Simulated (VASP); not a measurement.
# Be (P6_3/mmc) in VASP: further runs

The runs below take Be through single point, relaxation of cell and atoms, with PBE.

Program: VASP 6.6.1. These are calculated values, not measurements. Logs are shortened: lines on timing, memory, paths and dates and some standing lists are left out, and cuts for length are marked.

## (1) The cell of the first run

Symmetry: P6_3/mmc, No. 194, hexagonal system. Conventional cell: a = 2.261 Å, b = 2.261 Å, c = 3.570 Å, α = 90.00°, β = 90.00°, γ = 120.00°. Be (site symmetry -6m2) has 12 Be at 2.21 to 2.26 Å within 2.9 Å.

## (2) Single point, PBE

INCAR reads:

```
SYSTEM = Be
PREC     = Accurate       ! precision mode
ENCUT    = 520            ! plane-wave cutoff, eV
EDIFF    = 1E-7           ! SCF threshold, eV
ISMEAR   = 0              ! smearing method
SIGMA    = 0.1            ! smearing width, eV
LREAL    = .False.        ! projectors in reciprocal space
LASPH    = .True.         ! aspherical terms in the spheres
NELM     = 60             ! most SCF steps
ALGO     = Normal         ! electronic algorithm
ISIF     = 2              ! what is computed and relaxed
LWAVE    = .False.        ! write WAVECAR
LCHARG   = .False.        ! write CHGCAR
GGA      = PE             ! functional
NBANDS   = 18             ! bands
```

KPOINTS reads:

```
Automatic mesh
0
Gamma
  8 9 9
  0 0 0
```

POSCAR reads:

```
Be
1.0
    0.0000000000      0.0000000000     -3.5700626006
    4.5226143338      0.0000000000      0.0000000000
   -2.2613071669     -3.9166989046      0.0000000000
Be
8
Direct
    0.2500000000      0.8333333333      0.1666666667
    0.2500000000      0.3333333333      0.1666666667
    0.2500000000      0.8333333333      0.6666666667
    0.2500000000      0.3333333333      0.6666666667
    0.7500000000      0.1666666667      0.3333333333
    0.7500000000      0.6666666667      0.3333333333
    0.7500000000      0.1666666667      0.8333333333
    0.7500000000      0.6666666667      0.8333333333
```

Potentials or basis: VASP PAW PBE potentials, release 64 (Be).

Launch:

```bash
$ cat potpaw_PBE.64/Be/POTCAR > POTCAR
$ mpirun -np 1 vasp_std > vasp.out
```

OUTCAR:

```text
SYSTEM = Be
   PREC = Accurate
   ENCUT = 520
   EDIFF = 1E-7
   ISMEAR = 0
   LREAL = .False.
   LASPH = .True.
   NELM = 60
   ISIF = 2
   GGA = PE

 ion  position               nearest neighbor table
   1  0.250  0.833  0.167-   6 2.21   6 2.21   5 2.21   5 2.21   8 2.21   8 2.21   2 2.26   2 2.26
                             4 2.26   3 2.26   3 2.26   4 2.26
   2  0.250  0.333  0.167-   5 2.21   5 2.21   6 2.21   6 2.21   7 2.21   7 2.21   1 2.26   1 2.26
                             3 2.26   3 2.26   4 2.26   4 2.26
   3  0.250  0.833  0.667-   8 2.21   8 2.21   7 2.21   7 2.21   6 2.21   6 2.21   4 2.26   4 2.26
                             2 2.26   2 2.26   1 2.26   1 2.26
   4  0.250  0.333  0.667-   7 2.21   7 2.21   8 2.21   8 2.21   5 2.21   5 2.21   3 2.26   3 2.26
                             1 2.26   2 2.26   2 2.26   1 2.26
   5  0.750  0.167  0.333-   2 2.21   2 2.21   1 2.21   1 2.21   4 2.21   4 2.21   6 2.26   6 2.26
                             8 2.26   8 2.26   7 2.26   7 2.26
   6  0.750  0.667  0.333-   1 2.21   1 2.21   2 2.21   2 2.21   3 2.21   3 2.21   5 2.26   5 2.26
                             7 2.26   8 2.26   8 2.26   7 2.26
   7  0.750  0.167  0.833-   4 2.21   4 2.21   3 2.21   3 2.21   2 2.21   2 2.21   8 2.26   8 2.26
                             6 2.26   5 2.26   5 2.26   6 2.26
   8  0.750  0.667  0.833-   3 2.21   3 2.21   4 2.21   4 2.21   1 2.21   1 2.21   7 2.26   7 2.26
                             5 2.26   5 2.26   6 2.26   6 2.26
[... 7 lines left out ...]
 A1 = (   4.5226143338,   0.0000000000,   0.0000000000)
 A2 = (  -2.2613071669,  -3.9166989046,   0.0000000000)
 A3 = (   0.0000000000,   0.0000000000,  -3.5700626006)

Analysis of symmetry for initial positions (statically):
=====================================================================
 Subroutine PRICEL returns following result:

  LATTYP: Found a hexagonal cell.
 ALAT       =     2.2613071669
 C/A-ratio  =     1.5787605739

  Lattice vectors:

 A1 = (   2.2613071669,   0.0000000000,   0.0000000000)
 A2 = (  -1.1306535834,  -1.9583494523,   0.0000000000)
 A3 = (   0.0000000000,   0.0000000000,  -3.5700626006)

   4 primitive cells build up your supercell.

 Routine SETGRP: Setting up the symmetry group for a
 hexagonal supercell.

 Subroutine GETGRP returns: Found 24 space group operations
 (whereof 12 operations were pure point group operations)
 out of a pool of 24 trial point group operations.

The static configuration has the point symmetry D_3d.
 The point group associated with its full space group is D_6h.

Analysis of symmetry for dynamics (positions and initial velocities):
=====================================================================
 Subroutine PRICEL returns following result:

  LATTYP: Found a hexagonal cell.
 ALAT       =     2.2613071669
 C/A-ratio  =     1.5787605739
[... 130 lines left out ...]
   EMIN   =  10.00;   EMAX   =-10.00  energy-range for DOS
   EFERMI =   0.00;   METHOD = LEGACY
   ISMEAR =     0;   SIGMA  =   0.10  broadening in eV -4-tet -1-fermi 0-gaus
   EFERMI_NEDOS =   21; number of points for ismear=-14 and -15
   IALGO  =     38    algorithm
   IMIX   =      4    mixing-type and parameters
     AMIX     =   0.40;   BMIX     =  1.00
     AMIX_MAG =   1.60;   BMIX_MAG =  1.00
  volume/ion in A,a.u.               =       7.90        53.34
  Fermi-wavevector in a.u.,A,eV,Ry     =   1.035427  1.956674 14.586939  1.072110
  Thomas-Fermi vector in A             =   2.169770
   LORBIT       =      0    0 simple, 1 ext, 2 COOP (PROOUT), +10 PAW based schemes
   GGA     = PE    functional components
   LHFCALC =     F    Hartree Fock is set to
   AEXX    =    0.0000 exact exchange contribution
   IVDW    =     0    specifies the selected vdW correction
   LEPSILON=     F    determine dielectric tensor
   LRPA    =     F    only Hartree local field effects (RPA)
 non-spin polarized calculation
 Gauss-broadening in eV      SIGMA  =   0.10
  energy-cutoff  :      520.00
  volume of cell :       63.24
 maximum number of plane-waves:      1735
 NGX is ok and might be reduce to    28
   NGX = 13   NGY = 17   NGZ = 17

 number of electron      16.0000000 magnetization

 Free energy of the ion-electron system (eV)
  ---------------------------------------------------
  ext. energy  EPLUGINS =         0.00000000
  ---------------------------------------------------
  free energy    TOTEN  =       -30.11910406 eV

  energy without entropy =      -30.11488592  energy(sigma->0) =      -30.11699499

 E-fermi :   7.2232     XC(G=0): -10.6062

 val. band max:        7.1964331824   @ k =   0.2500   0.3333   0.2222
 cond. band min:       7.2834268114   @ k =   0.1250   0.3333   0.2222
 fundamental gap:      0.0869936289
 Fermi energy:         7.2232274986

 k-point     1 :       0.0000    0.0000    0.0000
  band No.  band energies     occupation
      1      -4.3259      2.00000
      2       2.0263      2.00000
      3       2.0263      2.00000
      4       2.0263      2.00000
      5       2.5608      2.00000
      6       3.9026      2.00000
[... 481 lines left out ...]
      5       2.2658      2.00000
      6       2.2658      2.00000
[... 10 lines left out ...]
     17      15.5482      0.00000
     18      15.6264      0.00000

 [... further k-points ...]

------------------------ aborting loop because EDIFF is reached ----------------------------------------

  FORCE on cell =-STRESS in cart. coord.  units (eV):
  Direction    XX          YY          ZZ          XY          YZ          ZX
  --------------------------------------------------------------------------------------
  -------------------------------------------------------------------------------------
  Total        0.0538984      0.0538984      0.0620949      0.0000000     -0.0000000      0.0000000
  in kB        1.3655285      1.3655285      1.5731896      0.0000000     -0.0000000      0.0000000
  external PRESSURE =       1.4347489 kB  Pullay stress =       0.0000000 kB

 VOLUME and BASIS-vectors are now :
 -----------------------------------------------------------------------------
  energy-cutoff  :      520.00
  volume of cell :       63.24
      direct lattice vectors                 reciprocal lattice vectors
     0.000000000  0.000000000 -3.570062601     0.000000000  0.000000000 -0.280107133
     4.522614334  0.000000000  0.000000000     0.221111049 -0.127658524  0.000000000
    -2.261307167 -3.916698905  0.000000000     0.000000000 -0.255317047  0.000000000

 POSITION                                       TOTAL-FORCE (eV/Angst)
 -----------------------------------------------------------------------------------
      3.39196     -0.65278     -0.89252         0.000000      0.000000      0.000000
      1.13065     -0.65278     -0.89252         0.000000      0.000000     -0.000000
      2.26131     -2.61113     -0.89252         0.000000      0.000000     -0.000000
     -0.00000     -2.61113     -0.89252         0.000000     -0.000000      0.000000
      0.00000     -1.30557     -2.67755        -0.000000      0.000000      0.000000
      2.26131     -1.30557     -2.67755        -0.000000     -0.000000     -0.000000
     -1.13065     -3.26392     -2.67755        -0.000000     -0.000000     -0.000000
      1.13065     -3.26392     -2.67755        -0.000000     -0.000000     -0.000000
 -----------------------------------------------------------------------------------
    total drift:                                0.000000      0.000000      0.000000

  FREE ENERGIE OF THE ION-ELECTRON SYSTEM (eV)
  ---------------------------------------------------
  free  energy   TOTEN  =       -30.1191040628 eV

  energy  without entropy=      -30.1148859174  energy(sigma->0) =      -30.11699499
```

stdout:

```text
POSCAR found type information on POSCAR Be
 POSCAR found :  1 types and       8 ions
 scaLAPACK will be used
 LDA part: xc-table for (Slater+PW92), standard interpolation
 POSCAR, INCAR and KPOINTS ok, starting setup
 FFT: planning ... GRIDC
 FFT: planning ... GRID_SOFT
 FFT: planning ... GRID
 WAVECAR not read
 entering main loop
```

It took 70 s on 1 thread of Intel Xeon 8259CL, shared host; peak memory 0.2 GiB.

Results:

```yaml
Free_energy: -30.1191 eV
Pressure: 0.1 GPa
Band_gap_on_the_k_mesh: zero (bands 8 and 9 overlap by 1.62 eV)
```

## (3) Relaxation of cell and atoms, PBE

INCAR reads:

```
ALGO = Fast
EDIFF = 1E-6
EDIFFG = -0.015
ENCUT = 600
GGA = PE
IBRION = 2
ISIF = 3
ISMEAR = 0
LASPH = True
LCHARG = False
LREAL = False
LWAVE = False
NELM = 60
NSW = 80
PREC = Accurate
SIGMA = 0.1
```

KPOINTS reads:

```
k-points
0
Gamma
  8 9 9
```

Changes to POSCAR since step 2:

```diff
@@ -2,5 +2,5 @@
 1.0
-    0.0000000000      0.0000000000     -3.5700626006
-    4.5226143338      0.0000000000      0.0000000000
-   -2.2613071669     -3.9166989046      0.0000000000
+    0.0000000000      0.0000000000     -3.5667213982
+    4.5251284214      0.0000000000      0.0000000000
+   -2.2625642107     -3.9188761683      0.0000000000
 Be
```

Potentials or basis: VASP PAW PBE potentials, release 64 (Be).

Launch:

```bash
$ cat potpaw_PBE.64/Be/POTCAR > POTCAR
$ mpirun -np 1 vasp_std > vasp.out
```

Wall time 68 s (1 thread of Intel Xeon 8259CL, shared host); peak memory 0.21 GiB.

The run converged. Its results:

| Property | Result |
| --- | --- |
| Free energy | -30.1192 eV |
| Relaxed volume | 7.91 Å³/atom |
| Relaxed cell | a = 3.571 Å, b = 4.525 Å, c = 4.525 Å, α = 120.00°, β = 90.00°, γ = 90.00° |
| Space group after relaxing (to 0.1 Å) | P6_3/mmc (No. 194) |
| Energy gained by relaxing | 0.0 meV/atom |
| Ionic steps | 2 |
| Pressure after relaxing | 0.0 GPa |
| Band gap on the k mesh | zero (bands 8 and 9 overlap by 1.62 eV) |

Step by step:
```tsv
step	energy change (eV)	largest force (eV/Å)	pressure (GPa)	volume (Å³)
1	0.0000	0.0000	0.14	63.25
2	-0.0001	0.0000	0.00	63.31
```

Final structure:
```yaml
crystal:
  lattice:
    - [0.00000, 0.00000, -3.57122]
    - [4.52459, 0.00000, 0.00000]
    - [-2.26229, -3.91841, 0.00000]
  atoms:
    - { symbol: Be, position: [0.25000, 0.83333, 0.16667] }
    - { symbol: Be, position: [0.25000, 0.33333, 0.16667] }
    - { symbol: Be, position: [0.25000, 0.83333, 0.66667] }
    - { symbol: Be, position: [0.25000, 0.33333, 0.66667] }
    - { symbol: Be, position: [0.75000, 0.16667, 0.33333] }
    - { symbol: Be, position: [0.75000, 0.66667, 0.33333] }
    - { symbol: Be, position: [0.75000, 0.16667, 0.83333] }
    - { symbol: Be, position: [0.75000, 0.66667, 0.83333] }
```

Levels at points of the mesh, in eV from the Fermi level:
```
           k point  band 6  band 7  band 8  band 9  band 10  band 11
(0.00, 0.00, 0.00)   -3.32   -3.32   -3.32    0.87     3.43     3.43
(0.50, 0.00, 0.00)   -3.81   -3.81   -3.81    1.38     1.38     1.38
```
